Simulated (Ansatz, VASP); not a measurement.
# One calculation of Rb, two programs

```xyz
3
Lattice="7.7852 0.0000 0.0000 -3.8926 6.7422 0.0000 0.0000 0.0000 4.6530" Properties=species:S:1:pos:R:3 pbc="T T T"
Rb    3.8926    6.7422    0.0000
Rb    0.0000    4.4948    2.3265
Rb    3.8926    2.2474    2.3265
```

Alike in both runs: task single point; functional LDA; k mesh 6 × 6 × 8; occupations fermi-dirac, width 0.1 eV; no spin polarisation.

|  | VASP | Ansatz |
| --- | --- | --- |
| version | VASP 6.6.1 | Ansatz 0.2.0 |
| potentials or method | VASP PAW LDA potentials, release 64 (Rb_sv), cutoff 520 eV | plane waves (420 eV) with PAW, scalar-relativistic |
| valence electrons in the cell | 27 | 27 |

```csv
,VASP,Ansatz,Ansatz less VASP
pressure (GPa),-0.1,-0.1,0.00
```

Ansatz warns that its potentials were made for another functional, while VASP's fit it. LDA's correlation is that of Perdew and Zunger in VASP and of Perdew and Wang (1992) in Ansatz.
